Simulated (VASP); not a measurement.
## Ge: single point with PBEsol

Ge:

```xyz
2
Lattice="0.0000 2.9230 2.8379 2.9230 0.0000 2.8379 2.9230 2.9230 0.0000" Properties=species:S:1:pos:R:3 pbc="T T T"
Ge    2.9230    2.9230    2.8379
Ge    4.3845    4.3845    4.2568
```

This cell differs from its parent crystal: strain +0.030 along x and y, +0.000 along z.

```
Program                : VASP 6.6.1
Task                   : single point
Functional             : PBEsol
Potentials or basis    : VASP PAW PBE potentials, release 64 (Ge_d)
Cutoff                 : 520 eV
k mesh                 : 18 × 18 × 18
Occupations            : gaussian, width 0.15 eV
Spin                   : no spin polarisation
Dipole correction      : no
Further INCAR settings : ALGO = Normal; EDIFF = 1e-06; NBANDS = 21
```

* Pressure: -3.5 GPa
* Band gap on the k mesh: zero (bands 14 and 15 overlap by 0.08 eV)

Stress tensor (GPa, compression positive):
```
-4.14  0.00  0.00
 0.00 -4.14  0.00
 0.00  0.00 -2.27
```

Levels at points of the mesh, in eV from the Fermi level:
| k point | band 11 | band 12 | band 13 | band 14 | band 15 | band 16 | band 17 | band 18 |
| --- | --- | --- | --- | --- | --- | --- | --- | --- |
| (0.00, 0.00, 0.00) | -12.28 | -0.61 | -0.06 | -0.06 | 0.15 | 2.42 | 2.56 | 2.56 |
| (0.50, 0.00, 0.00) | -10.34 | -7.32 | -1.42 | -1.17 | -0.08 | 3.60 | 3.78 | 6.94 |
| (0.50, 0.50, 0.00) | -8.56 | -8.56 | -2.97 | -2.97 | 0.62 | 0.62 | 8.96 | 8.96 |
| (0.50, 0.00, 0.50) | -8.68 | -8.68 | -2.78 | -2.78 | 0.83 | 0.83 | 8.89 | 8.89 |

It took 2.8 min on 1 thread of Intel(R) Xeon(R) 6975P-C (Granite Rapids) (shared host), peak memory 0.47 GiB.

Caveat: the cell differs from its parent crystal (strain +0.030 along x and y, +0.000 along z); the cell stands under tension; semilocal functionals underestimate gaps, and a narrow one can read as zero; the PAW data sets were made with another functional, which shifts forces and pressure a little.
